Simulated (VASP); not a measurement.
Set up this calculation in VASP 6.6.1, as the native input.

```
Task                   : single point
Functional             : PBE
Potentials or basis    : VASP PAW PBE potentials, release 64 (Ge_d, Au)
Cutoff                 : 520 eV
k mesh                 : 4 × 4 × 4
Occupations            : gaussian, width 0.1 eV
Spin                   : no spin polarisation
Dipole correction      : no
Further INCAR settings : ALGO = Normal; EDIFF = 1e-07; NBANDS = 64
```

The structure of Ge7Au lies in POSCAR:

```
Ge7Au
1.0
    5.8630507900      0.0000000000      0.0000000000
    0.0000000000      5.8630507900      0.0000000000
    0.0000000000      0.0000000000      5.8630507900
Ge Au
7 1
Direct
    0.2526152100      0.2526152100      0.2526152100
    0.0000000000      0.5000000000      0.5000000000
    0.5000000000      0.5000000000      0.0000000000
    0.5000000000      0.0000000000      0.5000000000
    0.7473847900      0.2526152100      0.7473847900
    0.7473847900      0.7473847900      0.2526152100
    0.2526152100      0.7473847900      0.7473847900
    0.0000000000      0.0000000000      0.0000000000
```

The cell was generated, and may not be a known phase.

These files were run (other wordings do the same):

INCAR

```
SYSTEM = Ge7Au
PREC = Accurate ; ENCUT = 520
EDIFF = 1E-7 ; ISMEAR = 0
SIGMA = 0.1 ; LREAL = .FALSE.
LASPH = .TRUE. ; NELM = 100
ALGO = Normal ; ISIF = 2
LWAVE = .FALSE. ; LCHARG = .FALSE.
GGA = PE ; NBANDS = 64
```

KPOINTS

```
regular mesh
0
G
  4 4 4
  0 0 0
```

Potentials or basis: VASP PAW PBE potentials, release 64 (Ge_d, Au).

The run is started by

```bash
$ cat potpaw_PBE.64/Ge_d/POTCAR potpaw_PBE.64/Au/POTCAR > POTCAR
$ mpirun -np 1 vasp_std > vasp.out
```

It gave:

```yaml
Pressure: -1.7 GPa
Largest_force: 0.171 eV/Å
Band_gap_on_the_k_mesh: zero (an odd number of electrons rules out a gap without spin polarisation)
```

Caveat: spin-orbit coupling is left out, which moves the levels of the heavy elements; an odd number of electrons without spin polarisation forces a metal; a magnetic or distorted state may lie lower.

Wall time 120 s on 1 thread of AMD EPYC 9R14 (Zen 4), with other jobs on the host, peak memory 0.35 GiB.
